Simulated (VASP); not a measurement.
**TiO2: electric field gradients with LDA**

Crystal: TiO2.

```xyz
6
Lattice="4.6399 0.0000 0.0000 0.0000 4.6399 0.0000 0.0000 0.0000 2.9590" Properties=species:S:1:pos:R:3 pbc="T T T"
Ti    0.0000    0.0000    0.0000
Ti    2.3200    2.3200    1.4795
O     1.4198    1.4198    0.0000
O     0.9001    3.7398    1.4795
O     3.2201    3.2201    0.0000
O     3.7398    0.9001    1.4795
```

This cell differs from its parent crystal: equal xx and yy strain of +1 %.

- Program: VASP 6.6.1
- Task: electric field gradients
- Functional: LDA
- Potentials or basis: VASP PAW LDA potentials, release 64 (Ti_sv, O)
- Cutoff: 520 eV
- k mesh: 7 × 7 × 10
- Occupations: fermi-dirac, width 0.05 eV
- Spin: no spin polarisation
- Dipole correction: no
- Further INCAR settings: ALGO = Normal; EDIFF = 1e-08; NBANDS = 33

The pressure is -10.7 GPa, the largest force is 0.021 eV/Å and the band gap on the k mesh is 1.80 eV. The largest electric field gradient by atom is Ti -26.2; O +21.3 V/Å².

Forces on the atoms (eV/Å):
```
Ti   0.000  0.000  0.000
Ti   0.000  0.000  0.000
O   -0.015 -0.015  0.000
O    0.015 -0.015  0.000
O    0.015  0.015  0.000
O   -0.015  0.015  0.000
```

Stress tensor (GPa, compression positive):
```
-10.22   0.00   0.00
  0.00 -10.22   0.00
  0.00   0.00 -11.68
```

Levels at points of the mesh, in eV from the valence-band top:
| k point | band 22 | band 23 | band 24 | band 25 | band 26 | band 27 |
| --- | --- | --- | --- | --- | --- | --- |
| (0.00, 0.00, 0.00) | -0.41 | -0.41 | 0.00 | 1.80 | 2.09 | 2.38 |
| (0.00, 0.00, 0.50) | -2.28 | -1.41 | -1.41 | 2.86 | 2.86 | 3.12 |

Electric field gradients, principal values (V/Å²):
```tsv
atom	least	middle	greatest (by size)
1 Ti	0.323	25.862	-26.186
2 Ti	0.323	25.862	-26.186
3 O	-4.248	-17.012	21.259
4 O	-4.248	-17.012	21.259
5 O	-4.248	-17.012	21.259
6 O	-4.248	-17.012	21.259
```

Wall time 2.6 min on 1 thread of Intel Xeon 8259CL, on a shared host, peak memory 0.22 GiB.

Caveat: the cell differs from its parent crystal (equal xx and yy strain of +1 %); the cell stands under tension; without QUAD_EFG the Cq values of the log hold for a quadrupole moment of 1 mb, not for the nuclei. A k mesh can miss the band edges.
